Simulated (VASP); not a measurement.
**Li4HgS3: relaxation of cell and atoms with PBE**

Crystal: Li4HgS3.

```xyz
8
Lattice="3.9965 0.0000 0.0000 -1.9982 3.4611 0.0000 0.0000 0.0000 10.2983" Properties=species:S:1:pos:R:3 pbc="T T T"
Li    0.0000    0.0000   10.2772
Li    1.9982    1.1537    4.6755
Li    0.0000    0.0000    6.9906
Li    1.9982    1.1537    8.8123
Hg    0.0000    2.3074    2.5047
S     1.9982    1.1537    1.1090
S     0.0000    2.3074    4.9722
S     0.0000    2.3074    8.3190
```

```json
{
 "Program": "VASP 6.6.1",
 "Task": "relaxation of cell and atoms",
 "Functional": "PBE",
 "Potentials or basis": "VASP PAW PBE potentials, release 64 (Li_sv, Hg, S)",
 "Cutoff": "600 eV",
 "k mesh": "12 × 12 × 4",
 "Occupations": "gaussian, width 0.02 eV",
 "Spin": "no spin polarisation",
 "Dipole correction": "no",
 "Further INCAR settings": "ALGO = Normal; EDIFF = 1e-06; IBRION = 2; EDIFFG = -0.01; NSW = 100; ISIF = 3"
}
```

The relaxed volume is 17.77 Å³/atom, the relaxed cell is a = 4.004 Å, b = 4.004 Å, c = 10.241 Å, α = 90.00°, β = 90.00°, γ = 120.00° and the space group after relaxing (to 0.1 Å) is P3m1 (No. 156). The energy gained by relaxing is 0.3 meV/atom. The ionic steps are 17, the pressure after relaxing is 0.0 GPa and the largest force after relaxing is 0.010 eV/Å. The band gap on the k mesh is 1.18 eV (least direct gap 1.28 eV).

Forces on the atoms (eV/Å):
```
Li   0.000  0.000 -0.007
Li   0.000  0.000 -0.007
Li   0.000  0.000  0.005
Li   0.000  0.000  0.004
Hg   0.000  0.000  0.002
S    0.000  0.000 -0.004
S    0.000  0.000 -0.003
S    0.000  0.000  0.010
```

Step by step:
```tsv
step	energy change (eV)	largest force (eV/Å)	pressure (GPa)	volume (Å³)
1	0.0000	0.0766	0.21	142.45
2	-0.0007	0.0288	0.02	142.92
3	-0.0007	0.0275	-0.04	143.09
4	-0.0009	0.0261	-0.04	143.06
5	-0.0011	0.0374	-0.04	142.95
6	-0.0012	0.0289	-0.02	142.88
7	-0.0014	0.0207	0.00	142.64
8	-0.0014	0.0314	0.02	142.57
9	-0.0015	0.0293	0.01	142.54
10	-0.0018	0.0219	0.01	142.44
11	-0.0020	0.0368	0.00	142.26
12	-0.0022	0.0249	0.01	142.21
13	-0.0022	0.0206	0.01	142.18
14	-0.0022	0.0363	0.02	142.12
15	-0.0022	0.0275	0.02	142.15
16	-0.0023	0.0124	-0.02	142.21
17	-0.0023	0.0099	-0.02	142.19
```

Final structure:
```
Li Hg S
1.0
     4.00405    0.00000    0.00000
    -2.00203    3.46761    0.00000
     0.00000    0.00000   10.24128
Li Hg S
4 1 3
Direct
  0.00000 0.00000 0.99640
  0.66667 0.33333 0.45323
  0.00000 0.00000 0.67321
  0.66667 0.33333 0.85448
  0.33333 0.66667 0.24438
  0.66667 0.33333 0.10963
  0.33333 0.66667 0.48700
  0.33333 0.66667 0.80967
```

Levels at points of the mesh, in eV from the valence-band top:
| k point | band 18 | band 19 | band 20 | band 21 | band 22 | band 23 | band 24 | band 25 |
| --- | --- | --- | --- | --- | --- | --- | --- | --- |
| (0.00, 0.00, 0.00) | -0.45 | -0.39 | -0.39 | -0.11 | 1.18 | 3.93 | 4.91 | 5.57 |
| (0.50, 0.00, 0.00) | -1.79 | -1.11 | -0.98 | -0.69 | 2.22 | 3.26 | 4.09 | 5.42 |
| (0.00, 0.00, 0.50) | -0.64 | -0.64 | -0.27 | -0.27 | 1.87 | 3.96 | 4.50 | 5.70 |
| (0.50, 0.00, 0.50) | -1.67 | -1.47 | -0.72 | -0.44 | 2.11 | 3.19 | 4.35 | 5.38 |

Wall time 17 min on 1 thread of Intel(R) Xeon(R) 6975P-C (Granite Rapids), with other jobs on the host, peak memory 0.5 GiB.

Caveat: the cutoff is under 1.25 times the usual one of these potentials, so pressure, stress and relaxed cells hold a basis-set (Pulay) error; spin-orbit coupling is left out, which moves the levels of the heavy elements. A k mesh can miss the band edges.
